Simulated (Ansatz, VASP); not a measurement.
GaSb: VASP beside Ansatz

File INCAR:

```
PREC = Accurate
ENCUT = 520
EDIFF = 1E-6
ISMEAR = 0
SIGMA = 0.15
LREAL = F
LASPH = T
NELM = 60
ALGO = Normal
ISIF = 2
LWAVE = F
LCHARG = F
GGA = PE
NBANDS = 16
```

KPOINTS

```
Automatic mesh
0
Gamma
  16 16 16
```

File POSCAR:

```
GaSb
1.0
   -1.6432240730      2.7937874195      2.5946538071
    1.6432240730     -2.7937874195      2.5946538071
    1.6432240730      2.7937874195     -2.5946538071
Ga Sb
1 1
Direct
    0.0000000000      0.0000000000      0.0000000000
    0.5000000000      0.5000000000      0.0000000000
```

Input for Ansatz:

```yaml
crystal:
  lattice:
    - [-1.643224073, 2.7937874195, 2.5946538071]
    - [1.643224073, -2.7937874195, 2.5946538071]
    - [1.643224073, 2.7937874195, -2.5946538071]
  atoms:
    - { symbol: Ga, position: [0.0, 0.0, 0.0] }
    - { symbol: Sb, position: [0.5, 0.5, 0.0] }
basis:
  ecutwfc: 420
kpoints:
  mp_grid: { grid: [16, 16, 16] }
hamiltonian:
  xc: pbe
  pseudopotentials: { kind: paw, azcp: { folder: soft_1 } }
scf:
  occupations: { method: gaussian, width: 0.15 }
output:
  forces: true
  stress: true
  eigenvalues: true
  write_density: true
  write_potential: true
  elf: true
  volumetric_format: npy
```

Change from the starting cell: strain +e along x and -e along y -0.0267, strain +e along z and -e/2 along x and y -0.1000.

Alike in both runs: task single point; functional PBE; k mesh 16 × 16 × 16; occupations gaussian, width 0.15 eV; no spin polarisation.

|  | VASP | Ansatz |
| --- | --- | --- |
| version | VASP 6.6.1 | Ansatz 0.2.0 |
| potentials or method | VASP PAW PBE potentials, release 64 (Ga_d, Sb), cutoff 520 eV | scalar-relativistic, plane waves, PAW |
| valence electrons in the cell | 18 | 28 |

Ansatz gave:

```
gap on the k mesh at the Fermi level (eV)                     : none
pressure (GPa)                                                : 3.9
traceless stress, the component that is largest in VASP (GPa) : 15.59
```

Q: What did VASP give for the same quantities?

A: gap on the k mesh at the Fermi level (eV): none; pressure (GPa): 3.9; traceless stress, the component that is largest in VASP (GPa): 15.72.

A gap of «none» marks a metal or a gap that the smearing closes. With one functional, cell and mesh, what is left measures potentials, basis and numerics. VASP's potentials hold 18 valence electrons a cell and Ansatz's 28, so a difference there can come from the potentials and not from the codes.

Spin-orbit coupling is off throughout.
